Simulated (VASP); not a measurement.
Here is a VASP 6.6.1 calculation.

File POSCAR:

```
GaAs
1.0
    2.8900986962      2.8900986962      0.0000000000
   -2.8900986962      2.8900986962      0.0000000000
    0.0000000000      2.8900986962      2.7853911243
Ga As
1 1
Direct
    0.0000000000      0.0000000000      0.0000000000
    0.7500000000      0.2500000000      0.5000000000
```

The input INCAR.step1:

```
SYSTEM = GaAs
  PREC = Accurate
  ENCUT = 520
  ISMEAR = 0
  SIGMA = 0.01
  LREAL = .FALSE.
  LASPH = .TRUE.
  NELM = 60
  NBANDS = 16
  GGA = PE
  ALGO = Normal
  EDIFF = 1E-4
  LWAVE = .TRUE.
  LCHARG = .FALSE.
```

Contents of INCAR.step2:

```
SYSTEM = GaAs
  PREC = Accurate
  ENCUT = 520
  EDIFF = 1E-6
  ISMEAR = 0
  SIGMA = 0.01
  LREAL = .FALSE.
  LASPH = .TRUE.
  NELM = 60
  ALGO = Normal
  ISIF = 2
  LWAVE = .FALSE.
  LCHARG = .FALSE.
  METAGGA = R2SCAN
  LMIXTAU = .TRUE.
  NBANDS = 16
  ISTART = 1
```

Contents of KPOINTS:

```
regular mesh
0
G
  8 8 8
  0 0 0
```

Potentials or basis: VASP PAW PBE potentials, release 64 (Ga_d, As).

Command:

```bash
$ cat potpaw_PBE.64/Ga_d/POTCAR potpaw_PBE.64/As/POTCAR > POTCAR
$ cp INCAR.step1 INCAR
$ mpirun -np 1 vasp_std > vasp.out
$ cp INCAR.step2 INCAR
$ mpirun -np 1 vasp_std > vasp.out
```

Problem. Predict the pressure.

Solution. -1.5 GPa.

Problem. What does it give for the band gap on the k mesh?

Solution. 0.62 eV.

Stress tensor (GPa, compression positive):
```
-2.23  0.00  0.00
 0.00 -2.23  0.00
 0.00  0.00  0.06
```

Caveat: the cell differs from its parent crystal (in-plane strain +0.02, then relaxed in part); the PAW data sets were made with another functional, which shifts forces and pressure a little. A k mesh can miss the band edges.
